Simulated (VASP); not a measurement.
# Te2Mo in VASP: notebook

Runs on Te2Mo. Level: r2SCAN. Tasks: single point.

Everything below comes from runs of VASP 6.6.1. Logs are shortened: lines on timing, memory, paths and dates and some standing lists are left out, and cuts for length are marked.

**1. The cell of the first run**

The cell holds a slab with vacuum, 3 atoms: a = 3.560 Å, b = 3.560 Å, c = 17.524 Å, α = 90.00°, β = 90.00°, γ = 120.00°.

**2. Single point, r2SCAN (all Mo atoms moved -0.200 Å, as atom 3 along Cartesian [0 0 1])**

POSCAR

```
Te2Mo
1.0
    3.5602328140      0.0000000000      0.0000000000
   -1.7801164070      3.0832520603      0.0000000000
    0.0000000000      0.0000000000     17.5240578200
Te Mo
2 1
Direct
    0.3333333333      0.6666666667      0.8978554500
    0.3333333333      0.6666666667      0.1021445500
    0.0000000000      0.0000000000     -0.0114128818
```

INCAR.step1

```
  PREC = Accurate
  ENCUT = 520
  ISMEAR = 0
  SIGMA = 0.05
  LREAL = F
  LASPH = T
  NELM = 80
  NBANDS = 20
  GGA = PE
  ALGO = Normal
  EDIFF = 1E-4
  LWAVE = T
  LCHARG = F
```

INCAR.step2

```
  PREC = Accurate
  ENCUT = 520
  EDIFF = 1E-7
  ISMEAR = 0
  SIGMA = 0.05
  LREAL = F
  LASPH = T
  NELM = 80
  ALGO = Normal
  ISIF = 2
  LWAVE = F
  LCHARG = F
  METAGGA = R2SCAN
  LMIXTAU = T
  NBANDS = 20
  ISTART = 1
```

KPOINTS

```
Automatic mesh
0
Gamma
  9 9 2
```

Potentials or basis: VASP PAW PBE potentials, release 64 (Te, Mo_sv).

Run with:

```sh
$ cat potpaw_PBE.64/Te/POTCAR potpaw_PBE.64/Mo_sv/POTCAR > POTCAR
$ cp INCAR.step1 INCAR
$ mpirun -np 1 vasp_std > vasp.out
$ cp INCAR.step2 INCAR
$ mpirun -np 1 vasp_std > vasp.out
```

OUTCAR:

```text
PREC = Accurate
   ENCUT = 520
   EDIFF = 1E-7
   ISMEAR = 0
   LREAL = F
   LASPH = T
   NELM = 80
   ISIF = 2
   METAGGA = R2SCAN
   ISTART = 1

 ion  position               nearest neighbor table
   1  0.333  0.667  0.898-   3 2.60   3 2.60   3 2.60   2 3.58
   2  0.333  0.667  0.102-   3 2.86   3 2.86   3 2.86   1 3.58
   3  0.000  0.000  0.989-   1 2.60   1 2.60   1 2.60   2 2.86   2 2.86   2 2.86

  LATTYP: Found a hexagonal cell.
 ALAT       =     3.5602328140
 C/A-ratio  =     4.9221662558

  Lattice vectors:

 A1 = (   3.5602328140,   0.0000000000,   0.0000000000)
 A2 = (  -1.7801164070,   3.0832520603,   0.0000000000)
 A3 = (   0.0000000000,   0.0000000000,  17.5240578200)

Analysis of symmetry for initial positions (statically):
=====================================================================
 Subroutine PRICEL returns:
 Original cell was already a primitive cell.

 Routine SETGRP: Setting up the symmetry group for a
 hexagonal supercell.

 Subroutine GETGRP returns: Found  6 space group operations
 (whereof  6 operations were pure point group operations)
 out of a pool of 24 trial point group operations.

The static configuration has the point symmetry C_3v.

Analysis of symmetry for dynamics (positions and initial velocities):
=====================================================================
 Subroutine PRICEL returns:
 Original cell was already a primitive cell.

 Routine SETGRP: Setting up the symmetry group for a
 hexagonal supercell.

 Subroutine GETGRP returns: Found  6 space group operations
 (whereof  6 operations were pure point group operations)
 out of a pool of 24 trial point group operations.

The dynamic configuration has the point symmetry C_3v.

 Subroutine INISYM returns: Found  6 space group operations
 (whereof  6 operations are pure point group operations),
 and found     1 'primitive' translations

----------------------------------------------------------------------------------------

                                     Primitive cell

  volume of cell :     192.3633

  direct lattice vectors                    reciprocal lattice vectors
     3.560232814  0.000000000  0.000000000     0.280880508  0.162166437  0.000000000
    -1.780116407  3.083252060  0.000000000     0.000000000  0.324332873  0.000000000
     0.000000000  0.000000000 17.524057820     0.000000000  0.000000000  0.057064409

  length of vectors
     3.560232814  3.560232814 17.524057820     0.324332873  0.324332873  0.057064409

  position of ions in fractional coordinates (direct lattice)
     0.333333333  0.666666667  0.897855450
     0.333333333  0.666666667  0.102144550
     0.000000000  0.000000000  0.988587118

  ion indices of the primitive-cell ions
   primitive index   ion index
                 1           1
                 2           2
                 3           3

----------------------------------------------------------------------------------------

 KPOINTS: Automatic mesh

Automatic generation of k-mesh.
 Grid dimensions read from file:
 generate k-points for:    9    9    2

 Generating k-lattice:

  Cartesian coordinates                     Fractional coordinates (reciprocal lattice)
     0.031208945  0.018018493  0.000000000     0.111111111  0.000000000  0.000000000
     0.000000000  0.036036986  0.000000000     0.000000000  0.111111111  0.000000000
     0.000000000  0.000000000  0.028532204     0.000000000  0.000000000  0.500000000

  Length of vectors
     0.036036986  0.036036986  0.028532204

  Shift w.r.t. Gamma in fractional coordinates (k-lattice)
     0.000000000  0.000000000  0.000000000

 Subroutine IBZKPT returns following result:
 ===========================================

 Found     24 irreducible k-points:

 Following reciprocal coordinates:
            Coordinates               Weight
  0.000000  0.000000  0.000000      1.000000
  0.111111  0.000000  0.000000      6.000000
  0.222222  0.000000  0.000000      6.000000
  0.333333 -0.000000  0.000000      6.000000
  0.444444  0.000000  0.000000      6.000000
  0.111111  0.111111  0.000000      6.000000
[... 16 lines left out ...]
  0.333333  0.222222  0.500000     12.000000
  0.333333  0.333333  0.500000      2.000000
   k-points           NKPTS =     24   k-points in BZ     NKDIM =     24   number of bands    NBANDS=     20
   number of dos      NEDOS =    301   number of ions     NIONS =      3
   total plane-waves  NPLWV = 109760
   dimension x,y,z NGX =    28 NGY =   28 NGZ =  140
   dimension x,y,z NGXF=    56 NGYF=   56 NGZF=  280
   ions per type =               2   1
   NGX,Y,Z   is equivalent  to a cutoff of  13.07, 13.07, 13.28 a.u.
   NGXF,Y,Z  is equivalent  to a cutoff of  26.15, 26.15, 26.56 a.u.
 SYSTEM =  unknown system
   PREC   = accura    normal or accurate (medium, high low for compatibility)
   ISTART =      1    job   : 0-new  1-cont  2-samecut
   ICHARG =      0    charge: 1-file 2-atom 10-const
   ISPIN  =      1    spin polarized calculation?
   LNONCOLLINEAR =      F non collinear calculations
   LSORBIT =      F    spin-orbit coupling
   LASPH  =      T    aspherical Exc in radial PAW
   ENCUT  =  520.0 eV  38.22 Ry    6.18 a.u.   6.62  6.62 32.58*2*pi/ulx,y,z
   NELM   =     80;   NELMIN=  2; NELMDL=  0     # of ELM steps
   EDIFF  = 0.1E-06   stopping-criterion for ELM
   LREAL  =      F    real-space projection
   EDIFFG = 0.1E-05   stopping-criterion for IOM
   NSW    =      0    number of steps for IOM
   IBRION =     -1    ionic relax: 0-MD 1-quasi-New 2-CG
   NFREE  =      0    steps in history (QN), initial steepest desc. (CG)
   ISIF   =      2    stress and relaxation
   ISYM   =      2    0-nonsym 1-usesym 2-fastsym
   POTIM  = 0.5000    time-step for ionic-motion
   TEBEG  =    0.0;   TEEND  =   0.0 temperature during run
   PSTRESS=    0.0 pullay stress
   NELECT =      26.0000    total number of electrons
   NUPDOWN=      -1.0000    fix difference up-down
   EMIN   =  10.00;   EMAX   =-10.00  energy-range for DOS
   EFERMI =   0.00;   METHOD = LEGACY
   ISMEAR =     0;   SIGMA  =   0.05  broadening in eV -4-tet -1-fermi 0-gaus
   EFERMI_NEDOS =   21; number of points for ismear=-14 and -15
   IALGO  =     38    algorithm
   IMIX   =      4    mixing-type and parameters
     AMIX     =   0.40;   BMIX     =  1.00
     AMIX_MAG =   1.60;   BMIX_MAG =  1.00
  volume/ion in A,a.u.               =      64.12       432.71
  Fermi-wavevector in a.u.,A,eV,Ry     =   0.840153  1.587660  9.603777  0.705858
  Thomas-Fermi vector in A             =   1.954489
   LORBIT       =      0    0 simple, 1 ext, 2 COOP (PROOUT), +10 PAW based schemes
   METAGGA = R2SCAN    functional components
   LHFCALC =     F    Hartree Fock is set to
   AEXX    =    0.0000 exact exchange contribution
   IVDW    =     0    specifies the selected vdW correction
   LEPSILON=     F    determine dielectric tensor
   LRPA    =     F    only Hartree local field effects (RPA)
 non-spin polarized calculation
 Gauss-broadening in eV      SIGMA  =   0.05
  energy-cutoff  :      520.00
  volume of cell :      192.36
 maximum number of plane-waves:      5262
 NGX is ok and might be reduce to    28
   NGX = 13   NGY = 13   NGZ = 65

 number of electron      25.9999999 magnetization

 Free energy of the ion-electron system (eV)
  ---------------------------------------------------
  ext. energy  EPLUGINS =         0.00000000
  ---------------------------------------------------
  free energy    TOTEN  =       -77.33108312 eV

  energy without entropy =      -77.33108312  energy(sigma->0) =      -77.33108312

 E-fermi :   0.4256     XC(G=0):  -4.7885

 val. band max:       -0.0148262848   @ k =   0.1111   0.0000   0.0000
 cond. band min:       0.9559886596   @ k =   0.3333   0.3333   0.0000
 fundamental gap:      0.9708149443
 Fermi energy:         0.4255574358

 k-point     1 :       0.0000    0.0000    0.0000
  band No.  band energies     occupation
      1     -62.6708      2.00000
      2     -36.1014      2.00000
      3     -36.0181      2.00000
      4     -36.0181      2.00000
      5     -13.1570      2.00000
      6     -12.1014      2.00000
[... 12 lines left out ...]
     19       5.3083      0.00000
     20       5.9300      0.00000

 k-point     2 :       0.1111    0.0000    0.0000
  band No.  band energies     occupation
      1     -62.6697      2.00000
      2     -36.0981      2.00000
      3     -36.0333      2.00000
      4     -36.0216      2.00000
      5     -12.9845      2.00000
      6     -11.9815      2.00000
[... 12 lines left out ...]
     19       5.5133      0.00000
     20       6.1894      0.00000

 k-point     3 :       0.2222    0.0000    0.0000
  band No.  band energies     occupation
      1     -62.6667      2.00000
      2     -36.0909      2.00000
      3     -36.0705      2.00000
      4     -36.0305      2.00000
      5     -12.5008      2.00000
      6     -11.6451      2.00000
[... 12 lines left out ...]
     19       6.0714      0.00000
     20       6.6516      0.00000

 k-point     4 :       0.3333   -0.0000    0.0000
  band No.  band energies     occupation
      1     -62.6633      2.00000
      2     -36.1174      2.00000
      3     -36.0777      2.00000
      4     -36.0407      2.00000
      5     -11.8337      2.00000
      6     -11.1777      2.00000
[... 12 lines left out ...]
     19       6.2691      0.00000
     20       6.6264      0.00000

 k-point     5 :       0.4444    0.0000    0.0000
  band No.  band energies     occupation
      1     -62.6611      2.00000
      2     -36.1452      2.00000
      3     -36.0717      2.00000
      4     -36.0473      2.00000
      5     -11.2901      2.00000
      6     -10.7812      2.00000
[... 12 lines left out ...]
     19       6.4161      0.00000
     20       6.9038      0.00000

 k-point     6 :       0.1111    0.1111    0.0000
  band No.  band energies     occupation
      1     -62.6676      2.00000
      2     -36.0926      2.00000
      3     -36.0584      2.00000
      4     -36.0292      2.00000
      5     -12.6557      2.00000
      6     -11.7527      2.00000
[... 12 lines left out ...]
     19       5.9039      0.00000
     20       6.5591      0.00000

 k-point     7 :       0.2222    0.1111    0.0000
  band No.  band energies     occupation
      1     -62.6644      2.00000
      2     -36.1000      2.00000
      3     -36.0798      2.00000
      4     -36.0418      2.00000
      5     -12.0735      2.00000
      6     -11.3451      2.00000
[... 12 lines left out ...]
     19       6.5674      0.00000
     20       7.0772      0.00000
[... 277 lines left out ...]
 k-point    20 :       0.3333    0.1111    0.5000
  band No.  band energies     occupation
      1     -62.6616      2.00000
      2     -36.1315      2.00000
      3     -36.0732      2.00000
      4     -36.0530      2.00000
      5     -11.4423      2.00000
      6     -10.8907      2.00000
[... 12 lines left out ...]
     19       6.8692      0.00000
     20       7.1721      0.00000

 k-point    21 :       0.4444    0.1111    0.5000
  band No.  band energies     occupation
      1     -62.6605      2.00000
      2     -36.1443      2.00000
      3     -36.0701      2.00000
      4     -36.0575      2.00000
      5     -11.1483      2.00000
      6     -10.6633      2.00000
[... 12 lines left out ...]
     19       7.0488      0.00000
     20       7.5865      0.00000

 k-point    22 :       0.2222    0.2222    0.5000
  band No.  band energies     occupation
      1     -62.6618      2.00000
      2     -36.1200      2.00000
      3     -36.0736      2.00000
      4     -36.0615      2.00000
      5     -11.5077      2.00000
      6     -10.9344      2.00000
[... 12 lines left out ...]
     19       6.9535      0.00000
     20       7.0888      0.00000

 k-point    23 :       0.3333    0.2222    0.5000
  band No.  band energies     occupation
      1     -62.6602      2.00000
      2     -36.1303      2.00000
      3     -36.0779      2.00000
      4     -36.0688      2.00000
      5     -11.0781      2.00000
      6     -10.5943      2.00000
[... 12 lines left out ...]
     19       6.6656      0.00000
     20       7.5626      0.00000

 k-point    24 :       0.3333    0.3333    0.5000
  band No.  band energies     occupation
      1     -62.6596      2.00000
      2     -36.1198      2.00000
      3     -36.0977      2.00000
      4     -36.0672      2.00000
      5     -10.9312      2.00000
      6     -10.4614      2.00000
[... 12 lines left out ...]
     19       5.4758      0.00000
     20       7.9998      0.00000

------------------------ aborting loop because EDIFF is reached ----------------------------------------

  FORCE on cell =-STRESS in cart. coord.  units (eV):
  Direction    XX          YY          ZZ          XY          YZ          ZX
  --------------------------------------------------------------------------------------
  -------------------------------------------------------------------------------------
  Total        1.0945166      1.0945166      1.2004031     -0.0000000      0.0000000      0.0000000
  in kB        9.1161368      9.1161368      9.9980567     -0.0000000      0.0000000      0.0000000
  external PRESSURE =       9.4101101 kB  Pullay stress =       0.0000000 kB

 VOLUME and BASIS-vectors are now :
 -----------------------------------------------------------------------------
  energy-cutoff  :      520.00
  volume of cell :      192.36
      direct lattice vectors                 reciprocal lattice vectors
     3.560232814  0.000000000  0.000000000     0.280880508  0.162166437  0.000000000
    -1.780116407  3.083252060  0.000000000     0.000000000  0.324332873  0.000000000
     0.000000000  0.000000000 17.524057820     0.000000000  0.000000000  0.057064409

 POSITION                                       TOTAL-FORCE (eV/Angst)
 -----------------------------------------------------------------------------------
     -0.00000      2.05550     15.73407        -0.000000      0.000000     -2.779845
     -0.00000      2.05550      1.78999         0.000000     -0.000000     -1.610668
      0.00000      0.00000     17.32406        -0.000000      0.000000      4.390513
 -----------------------------------------------------------------------------------
    total drift:                               -0.000000      0.000000      0.000493

  FREE ENERGIE OF THE ION-ELECTRON SYSTEM (eV)
  ---------------------------------------------------
  free  energy   TOTEN  =       -77.3310831231 eV

  energy  without entropy=      -77.3310831231  energy(sigma->0) =      -77.33108312
```

Run time: 18 min. Hardware: 1 thread of Intel Xeon 8259CL, shared host; peak memory 0.42 GiB.

Results:

```
Free energy            : -77.3311 eV
Largest force          : 4.391 eV/Å
Band gap on the k mesh : 0.97 eV (least direct gap 1.16 eV)
```

Forces in eV/Å, atoms in the order of the input:
```
Te   0.000  0.000 -2.780
Te   0.000  0.000 -1.611
Mo   0.000  0.000  4.391
```

Levels at points of the mesh, in eV from the valence-band top:
```
           k point  band 11  band 12  band 13  band 14  band 15  band 16
(0.00, 0.00, 0.00)    -0.90    -0.90     0.00     2.81     2.81     3.93
(0.00, 0.00, 0.50)    -0.90    -0.90     0.00     2.81     2.81     3.93
```

Caveat: the cell differs from its parent crystal (all Mo atoms moved -0.200 Å, as atom 3 along Cartesian [0 0 1]); the PAW data sets were made with another functional, which shifts forces and pressure a little; spin-orbit coupling is left out, which moves the levels of the heavy elements.

**3. Single point, r2SCAN (all Mo atoms moved +0.150 Å, as atom 3 along Cartesian [0 0 1])**

POSCAR: that of step 2 with these lines changed.

```diff
@@ -10,2 +10,2 @@
     0.3333333333      0.6666666667      0.1021445500
-    0.0000000000      0.0000000000     -0.0114128818
+    0.0000000000      0.0000000000      0.0085596613
```

INCAR.step1

```
SYSTEM = Te2Mo
ALGO = Normal
EDIFF = 1E-4
ENCUT = 520
GGA = PE
ISMEAR = 0
LASPH = .True.
LCHARG = .False.
LREAL = .False.
LWAVE = .True.
NBANDS = 20
NELM = 100
PREC = Accurate
SIGMA = 0.05
```

INCAR.step2

```
SYSTEM = Te2Mo
ALGO = Normal
EDIFF = 1E-6
ENCUT = 520
ISIF = 2
ISMEAR = 0
ISTART = 1
LASPH = .True.
LCHARG = .False.
LMIXTAU = .True.
LREAL = .False.
LWAVE = .False.
METAGGA = R2SCAN
NBANDS = 20
NELM = 100
PREC = Accurate
SIGMA = 0.05
```

KPOINTS

```
k-points
0
Gamma
  9 9 2
  0 0 0
```

Potentials or basis: VASP PAW PBE potentials, release 64 (Te, Mo_sv).

Run with:

```sh
$ cat potpaw_PBE.64/Te/POTCAR potpaw_PBE.64/Mo_sv/POTCAR > POTCAR
$ cp INCAR.step1 INCAR
$ mpirun -np 1 vasp_std > vasp.out
$ cp INCAR.step2 INCAR
$ mpirun -np 1 vasp_std > vasp.out
```

Wall time 20 min (1 thread of Intel Xeon 8259CL, shared host); peak memory 0.42 GiB.

It converged, with:

```yaml
Free_energy: -77.5234 eV
Largest_force: 3.302 eV/Å
Band_gap_on_the_k_mesh: 1.15 eV
```

Forces in eV/Å, atoms in the order of the input:
```
Te   0.000  0.000  1.307
Te   0.000  0.000  1.995
Mo   0.000  0.000 -3.302
```

Levels at points of the mesh, in eV from the valence-band top:
```tsv
k point	band 10	band 11	band 12	band 13	band 14	band 15	band 16	band 17
(0.00, 0.00, 0.00)	-1.84	-0.83	-0.83	-0.05	3.03	3.03	3.89	3.89
(0.00, 0.00, 0.50)	-1.84	-0.83	-0.83	-0.05	3.03	3.03	3.89	3.89
```

Caveat: the cell differs from its parent crystal (all Mo atoms moved +0.150 Å, as atom 3 along Cartesian [0 0 1]); the PAW data sets were made with another functional, which shifts forces and pressure a little; spin-orbit coupling is left out, which moves the levels of the heavy elements.
